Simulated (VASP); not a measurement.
Set up this calculation in VASP 6.6.1, as the native input.

```
Task                   : single point
Functional             : r2SCAN
Potentials or basis    : VASP PAW PBE potentials, release 64 (Fe)
Cutoff                 : 520 eV
k mesh                 : 13 × 13 × 13
Occupations            : fermi-dirac, width 0.05 eV
Spin                   : collinear spin, ferromagnetic start
Starting moments       : [2.2] μB
Dipole correction      : no
Further INCAR settings : ALGO = Normal; EDIFF = 1e-06; NBANDS = 14
```

Fe:

```
Fe
1.0
    -1.39354    1.39354    1.39354
     1.39354   -1.39354    1.39354
     1.39354    1.39354   -1.39354
Fe
1
Direct
  0.00000 0.00000 0.00000
```

The input as run:

POSCAR

```
Fe
1.0
   -1.3935430000      1.3935430000      1.3935430000
    1.3935430000     -1.3935430000      1.3935430000
    1.3935430000      1.3935430000     -1.3935430000
Fe
1
Direct
    0.0000000000      0.0000000000      0.0000000000
```

INCAR.step1

```
SYSTEM = Fe
  ALGO = Normal
  EDIFF = 1E-4
  ENCUT = 520
  GGA = PE
  ISMEAR = -1
  ISPIN = 2
  LASPH = .True.
  LCHARG = .False.
  LMAXMIX = 4
  LREAL = .False.
  LWAVE = .True.
  MAGMOM = 2.2
  NBANDS = 14
  NELM = 150
  PREC = Accurate
  SIGMA = 0.05
```

INCAR.step2

```
SYSTEM = Fe
  ALGO = Normal
  EDIFF = 1E-6
  ENCUT = 520
  ISIF = 2
  ISMEAR = -1
  ISPIN = 2
  ISTART = 1
  LASPH = .True.
  LCHARG = .False.
  LMAXMIX = 4
  LMIXTAU = .True.
  LORBIT = 11
  LREAL = .False.
  LWAVE = .False.
  MAGMOM = 2.2
  METAGGA = R2SCAN
  NBANDS = 14
  NELM = 150
  PREC = Accurate
  SIGMA = 0.05
```

KPOINTS

```
k-points
0
Gamma
  13 13 13
  0 0 0
```

Potentials or basis: VASP PAW PBE potentials, release 64 (Fe).

Command:

```console
$ cat potpaw_PBE.64/Fe/POTCAR > POTCAR
$ cp INCAR.step1 INCAR
$ mpirun -np 1 vasp_std > vasp.out
$ cp INCAR.step2 INCAR
$ mpirun -np 1 vasp_std > vasp.out
```

Results of the run:

The pressure is 18.7 GPa, the net moment is 2.59 μB per cell and the site moments are Fe +2.62 μB. The valence electrons inside the program's atomic spheres are Fe 7.38.

Caveat: the PAW data sets were made with another functional, which shifts forces and pressure a little.

Wall time 2 min on 1 thread of AMD EPYC 7R43 64-Core Processor (Zen 3), with other jobs on the host, peak memory 0.1 GiB.
